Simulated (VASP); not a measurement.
# PbF2 (Fm-3m) in VASP: single point with PBEsol

Aim: the single point of PbF2 with PBEsol.

All numbers are computed with VASP 6.6.1; they aren't measurements. Logs are shortened: lines on timing, memory, paths and dates and some standing lists are left out, and cuts for length are marked.

## 1. The cell of the first run

Symmetry: Fm-3m, No. 225, cubic system. The conventional cell has a = 5.940 Å, b = 5.940 Å, c = 5.940 Å, α = 90.00°, β = 90.00°, γ = 90.00°. Pb (site symmetry m-3m) has 8 F at 2.57 Å within 3.4 Å. Within 3.4 Å of F (site symmetry -43m) lie 4 Pb at 2.57 Å and 6 F at 2.97 Å.

## 2. Single point, PBEsol

The input, INCAR:

```
SYSTEM = PbF2
ALGO = Normal
EDIFF = 1E-7
ENCUT = 520
GGA = PS
ISIF = 2
ISMEAR = 0
LASPH = .TRUE.
LCHARG = .FALSE.
LREAL = .FALSE.
LWAVE = .FALSE.
NBANDS = 21
NELM = 80
PREC = Accurate
SIGMA = 0.05
```

The input, KPOINTS:

```
k-points
0
G
  8 8 8
  0 0 0
```

The input, POSCAR:

```
PbF2
1.0
    0.0000000000      2.9698500000      2.9698500000
    2.9698500000      0.0000000000      2.9698500000
    2.9698500000      2.9698500000      0.0000000000
Pb F
1 2
Direct
    0.0000000000      0.0000000000      0.0000000000
    0.2500000000      0.2500000000      0.2500000000
    0.7500000000      0.7500000000      0.7500000000
```

Potentials or basis: VASP PAW PBE potentials, release 64 (Pb_d, F).

Launch:

```
> cat potpaw_PBE.64/Pb_d/POTCAR potpaw_PBE.64/F/POTCAR > POTCAR
> mpirun -np 1 vasp_std > vasp.out
```

OUTCAR:

```text
SYSTEM = PbF2
   EDIFF = 1E-7
   ENCUT = 520
   GGA = PS
   ISIF = 2
   ISMEAR = 0
   LASPH = .TRUE.
   LREAL = .FALSE.
   NELM = 80
   PREC = Accurate

 ion  position               nearest neighbor table
   1  0.000  0.000  0.000-   3 2.57   3 2.57   3 2.57   2 2.57   2 2.57   2 2.57   3 2.57   2 2.57

   2  0.250  0.250  0.250-   1 2.57   1 2.57   1 2.57   1 2.57
   3  0.750  0.750  0.750-   1 2.57   1 2.57   1 2.57   1 2.57

  LATTYP: Found a face centered cubic cell.
 ALAT       =     5.9397000000

  Lattice vectors:

 A1 = (   0.0000000000,   2.9698500000,   2.9698500000)
 A2 = (   2.9698500000,   0.0000000000,   2.9698500000)
 A3 = (   2.9698500000,   2.9698500000,   0.0000000000)

Analysis of symmetry for initial positions (statically):
=====================================================================
 Subroutine PRICEL returns:
 Original cell was already a primitive cell.

 Routine SETGRP: Setting up the symmetry group for a
 face centered cubic supercell.

 Subroutine GETGRP returns: Found 48 space group operations
 (whereof 48 operations were pure point group operations)
 out of a pool of 48 trial point group operations.

The static configuration has the point symmetry O_h .

Analysis of symmetry for dynamics (positions and initial velocities):
=====================================================================
 Subroutine PRICEL returns:
 Original cell was already a primitive cell.

 Routine SETGRP: Setting up the symmetry group for a
 face centered cubic supercell.

 Subroutine GETGRP returns: Found 48 space group operations
 (whereof 48 operations were pure point group operations)
 out of a pool of 48 trial point group operations.

The dynamic configuration has the point symmetry O_h .

 Subroutine INISYM returns: Found 48 space group operations
 (whereof 48 operations are pure point group operations),
 and found     1 'primitive' translations

----------------------------------------------------------------------------------------

                                     Primitive cell

  volume of cell :      52.3882

  direct lattice vectors                    reciprocal lattice vectors
     0.000000000  2.969850000  2.969850000    -0.168358671  0.168358671  0.168358671
     2.969850000  0.000000000  2.969850000     0.168358671 -0.168358671  0.168358671
     2.969850000  2.969850000  0.000000000     0.168358671  0.168358671 -0.168358671

  length of vectors
     4.200002148  4.200002148  4.200002148     0.291605773  0.291605773  0.291605773

  position of ions in fractional coordinates (direct lattice)
     0.000000000  0.000000000  0.000000000
     0.250000000  0.250000000  0.250000000
     0.750000000  0.750000000  0.750000000

  ion indices of the primitive-cell ions
   primitive index   ion index
                 1           1
                 2           2
                 3           3

----------------------------------------------------------------------------------------

 KPOINTS: k-points

Automatic generation of k-mesh.
 Grid dimensions read from file:
 generate k-points for:    8    8    8

 Generating k-lattice:

  Cartesian coordinates                     Fractional coordinates (reciprocal lattice)
    -0.021044834  0.021044834  0.021044834     0.125000000  0.000000000  0.000000000
     0.021044834 -0.021044834  0.021044834     0.000000000  0.125000000  0.000000000
     0.021044834  0.021044834 -0.021044834     0.000000000  0.000000000  0.125000000

  Length of vectors
     0.036450722  0.036450722  0.036450722

  Shift w.r.t. Gamma in fractional coordinates (k-lattice)
     0.000000000  0.000000000  0.000000000

 Subroutine IBZKPT returns following result:
 ===========================================

 Found     29 irreducible k-points:

 Following reciprocal coordinates:
            Coordinates               Weight
  0.000000  0.000000  0.000000      1.000000
  0.125000  0.000000  0.000000      8.000000
  0.250000  0.000000  0.000000      8.000000
  0.375000  0.000000  0.000000      8.000000
  0.500000  0.000000  0.000000      4.000000
  0.125000  0.125000  0.000000      6.000000
[... 16 lines left out ...]
  0.500000  0.250000  0.125000     48.000000
 -0.375000  0.250000  0.125000     24.000000
 [... further k-points ...]
   k-points           NKPTS =     29   k-points in BZ     NKDIM =     29   number of bands    NBANDS=     21
   number of dos      NEDOS =    301   number of ions     NIONS =      3
   total plane-waves  NPLWV =  32768
   dimension x,y,z NGX =    32 NGY =   32 NGZ =   32
   dimension x,y,z NGXF=    64 NGYF=   64 NGZF=   64
   ions per type =               1   2
   NGX,Y,Z   is equivalent  to a cutoff of  12.67, 12.67, 12.67 a.u.
   NGXF,Y,Z  is equivalent  to a cutoff of  25.33, 25.33, 25.33 a.u.
 SYSTEM =  PbF2
   PREC   = accura    normal or accurate (medium, high low for compatibility)
   ISTART =      0    job   : 0-new  1-cont  2-samecut
   ICHARG =      2    charge: 1-file 2-atom 10-const
   ISPIN  =      1    spin polarized calculation?
   LNONCOLLINEAR =      F non collinear calculations
   LSORBIT =      F    spin-orbit coupling
   LASPH  =      T    aspherical Exc in radial PAW
   ENCUT  =  520.0 eV  38.22 Ry    6.18 a.u.   7.81  7.81  7.81*2*pi/ulx,y,z
   NELM   =     80;   NELMIN=  2; NELMDL= -5     # of ELM steps
   EDIFF  = 0.1E-06   stopping-criterion for ELM
   LREAL  =      F    real-space projection
   EDIFFG = 0.1E-05   stopping-criterion for IOM
   NSW    =      0    number of steps for IOM
   IBRION =     -1    ionic relax: 0-MD 1-quasi-New 2-CG
   NFREE  =      0    steps in history (QN), initial steepest desc. (CG)
   ISIF   =      2    stress and relaxation
   ISYM   =      2    0-nonsym 1-usesym 2-fastsym
   POTIM  = 0.5000    time-step for ionic-motion
   TEBEG  =    0.0;   TEEND  =   0.0 temperature during run
   PSTRESS=    0.0 pullay stress
   NELECT =      28.0000    total number of electrons
   NUPDOWN=      -1.0000    fix difference up-down
   EMIN   =  10.00;   EMAX   =-10.00  energy-range for DOS
   EFERMI =   0.00;   METHOD = LEGACY
   ISMEAR =     0;   SIGMA  =   0.05  broadening in eV -4-tet -1-fermi 0-gaus
   EFERMI_NEDOS =   21; number of points for ismear=-14 and -15
   IALGO  =     38    algorithm
   IMIX   =      4    mixing-type and parameters
     AMIX     =   0.40;   BMIX     =  1.00
     AMIX_MAG =   1.60;   BMIX_MAG =  1.00
  volume/ion in A,a.u.               =      17.46       117.84
  Fermi-wavevector in a.u.,A,eV,Ry     =   1.328566  2.510625 24.015460  1.765086
  Thomas-Fermi vector in A             =   2.457794
   LORBIT       =      0    0 simple, 1 ext, 2 COOP (PROOUT), +10 PAW based schemes
   GGA     = PS    functional components
   LHFCALC =     F    Hartree Fock is set to
   AEXX    =    0.0000 exact exchange contribution
   IVDW    =     0    specifies the selected vdW correction
   LEPSILON=     F    determine dielectric tensor
   LRPA    =     F    only Hartree local field effects (RPA)
 non-spin polarized calculation
 Gauss-broadening in eV      SIGMA  =   0.05
  energy-cutoff  :      520.00
  volume of cell :       52.39
 maximum number of plane-waves:      1424
   NGX = 15   NGY = 15   NGZ = 15

 number of electron      28.0000010 magnetization

 Free energy of the ion-electron system (eV)
  ---------------------------------------------------
  ext. energy  EPLUGINS =         0.00000000
  ---------------------------------------------------
  free energy    TOTEN  =       -14.93204202 eV

  energy without entropy =      -14.93204202  energy(sigma->0) =      -14.93204202

 E-fermi :   1.9733     XC(G=0):  -9.6269

 val. band max:        1.6598973588   @ k =  -0.2500   0.5000   0.2500
 cond. band min:       5.9654661261   @ k =   0.5000   0.5000   0.0000
 fundamental gap:      4.3055687673
 Fermi energy:         1.9732504339

 k-point     1 :       0.0000    0.0000    0.0000
  band No.  band energies     occupation
      1     -19.2650      2.00000
      2     -18.6350      2.00000
      3     -12.6964      2.00000
      4     -12.6964      2.00000
      5     -12.6964      2.00000
      6     -12.6356      2.00000
[... 13 lines left out ...]
     20      16.6242      0.00000
     21      18.9705      0.00000

 k-point     2 :       0.1250    0.0000    0.0000
  band No.  band energies     occupation
      1     -19.2341      2.00000
      2     -18.6634      2.00000
      3     -12.6901      2.00000
      4     -12.6901      2.00000
      5     -12.6641      2.00000
      6     -12.6355      2.00000
[... 13 lines left out ...]
     20      16.2141      0.00000
     21      18.4248      0.00000

 k-point     3 :       0.2500    0.0000    0.0000
  band No.  band energies     occupation
      1     -19.1536      2.00000
      2     -18.7349      2.00000
      3     -12.6800      2.00000
      4     -12.6800      2.00000
      5     -12.6301      2.00000
      6     -12.6301      2.00000
[... 13 lines left out ...]
     20      15.6587      0.00000
     21      17.1916      0.00000

 k-point     4 :       0.3750    0.0000    0.0000
  band No.  band energies     occupation
      1     -19.0509      2.00000
      2     -18.8272      2.00000
      3     -12.6778      2.00000
      4     -12.6778      2.00000
      5     -12.6166      2.00000
      6     -12.6166      2.00000
[... 13 lines left out ...]
     20      15.3468      0.00000
     21      16.1541      0.00000

 k-point     5 :       0.5000    0.0000    0.0000
  band No.  band energies     occupation
      1     -18.9732      2.00000
      2     -18.8989      2.00000
      3     -12.6786      2.00000
      4     -12.6786      2.00000
      5     -12.6093      2.00000
      6     -12.6093      2.00000
[... 13 lines left out ...]
     20      15.2598      0.00000
     21      15.7494      0.00000

 k-point     6 :       0.1250    0.1250    0.0000
  band No.  band energies     occupation
      1     -19.2246      2.00000
      2     -18.6716      2.00000
      3     -12.6839      2.00000
      4     -12.6839      2.00000
      5     -12.6603      2.00000
      6     -12.6403      2.00000
[... 13 lines left out ...]
     20      16.7681      0.00000
     21      18.3862      0.00000

 k-point     7 :       0.2500    0.1250    0.0000
  band No.  band energies     occupation
      1     -19.1624      2.00000
      2     -18.7263      2.00000
      3     -12.6716      2.00000
      4     -12.6714      2.00000
      5     -12.6416      2.00000
      6     -12.6263      2.00000
[... 13 lines left out ...]
     20      16.4888      0.00000
     21      17.9411      0.00000
[... 291 lines left out ...]
      1     -18.9465      2.00000
      2     -18.9082      2.00000
      3     -12.6607      2.00000
      4     -12.6224      2.00000
      5     -12.6196      2.00000
      6     -12.5656      2.00000
[... 13 lines left out ...]
     20      16.9521      0.00000
     21      18.2463      0.00000

 k-point    21 :       0.5000    0.5000    0.0000
  band No.  band energies     occupation
      1     -18.9806      2.00000
      2     -18.8713      2.00000
      3     -12.6719      2.00000
      4     -12.6111      2.00000
      5     -12.6080      2.00000
      6     -12.6080      2.00000
[... 13 lines left out ...]
     20      18.1716      0.00000
     21      18.8272      0.00000

 k-point    22 :       0.3750    0.2500    0.1250
  band No.  band energies     occupation
      1     -19.0971      2.00000
      2     -18.7823      2.00000
      3     -12.6585      2.00000
      4     -12.6568      2.00000
      5     -12.6417      2.00000
      6     -12.6134      2.00000
[... 13 lines left out ...]
     20      16.8272      0.00000
     21      17.6380      0.00000

 k-point    23 :       0.5000    0.2500    0.1250
  band No.  band energies     occupation
      1     -19.0150      2.00000
      2     -18.8530      2.00000
      3     -12.6573      2.00000
      4     -12.6508      2.00000
      5     -12.6253      2.00000
      6     -12.5927      2.00000
[... 13 lines left out ...]
     20      17.3780      0.00000
     21      17.9055      0.00000

 k-point    24 :      -0.3750    0.2500    0.1250
  band No.  band energies     occupation
      1     -18.9502      2.00000
      2     -18.9130      2.00000
      3     -12.6573      2.00000
      4     -12.6519      2.00000
      5     -12.6136      2.00000
      6     -12.5843      2.00000
[... 13 lines left out ...]
     20      17.5884      0.00000
     21      18.0403      0.00000

 [... further k-points ...]
[... 5 lines left out ...]
  --------------------------------------------------------------------------------------
  -------------------------------------------------------------------------------------
  Total       -0.5673113     -0.5673113     -0.5673113      0.0000000      0.0000000      0.0000000
  in kB      -17.3499600    -17.3499600    -17.3499600      0.0000000      0.0000000      0.0000000
  external PRESSURE =     -17.3499600 kB  Pullay stress =       0.0000000 kB

 VOLUME and BASIS-vectors are now :
 -----------------------------------------------------------------------------
  energy-cutoff  :      520.00
  volume of cell :       52.39
      direct lattice vectors                 reciprocal lattice vectors
     0.000000000  2.969850000  2.969850000    -0.168358671  0.168358671  0.168358671
     2.969850000  0.000000000  2.969850000     0.168358671 -0.168358671  0.168358671
     2.969850000  2.969850000  0.000000000     0.168358671  0.168358671 -0.168358671

 POSITION                                       TOTAL-FORCE (eV/Angst)
 -----------------------------------------------------------------------------------
      0.00000      0.00000      0.00000         0.000000      0.000000      0.000000
      1.48493      1.48493      1.48493        -0.000000     -0.000000     -0.000000
      4.45477      4.45477      4.45477         0.000000      0.000000      0.000000
 -----------------------------------------------------------------------------------
    total drift:                                0.000000     -0.000000      0.000000

  FREE ENERGIE OF THE ION-ELECTRON SYSTEM (eV)
  ---------------------------------------------------
  free  energy   TOTEN  =       -14.9320420212 eV

  energy  without entropy=      -14.9320420212  energy(sigma->0) =      -14.93204202
```

It took 66 s on 1 thread of AMD EPYC 7R13, shared host; peak memory 0.16 GiB.

Results:

- Free energy: -14.9320 eV
- Pressure: -1.7 GPa
- Band gap on the k mesh: 4.31 eV, indirect (least direct gap 4.46 eV)

Levels at points of the mesh, in eV from the valence-band top:
```tsv
k point	band 10	band 11	band 12	band 13	band 14	band 15	band 16	band 17	band 18	band 19
(0.00, 0.00, 0.00)	-2.44	-2.44	-1.94	-1.94	-1.94	6.67	6.67	6.67	10.50	14.96
(0.50, 0.00, 0.00)	-2.65	-2.65	-2.11	-2.11	-0.02	4.94	7.56	7.56	13.07	13.60
(0.50, 0.50, 0.00)	-3.53	-1.51	-1.51	-1.51	-0.15	4.31	7.80	7.80	8.84	14.02
```

Caveat: the PAW data sets were made with another functional, which shifts forces and pressure a little; spin-orbit coupling is left out, which moves the levels of the heavy elements.
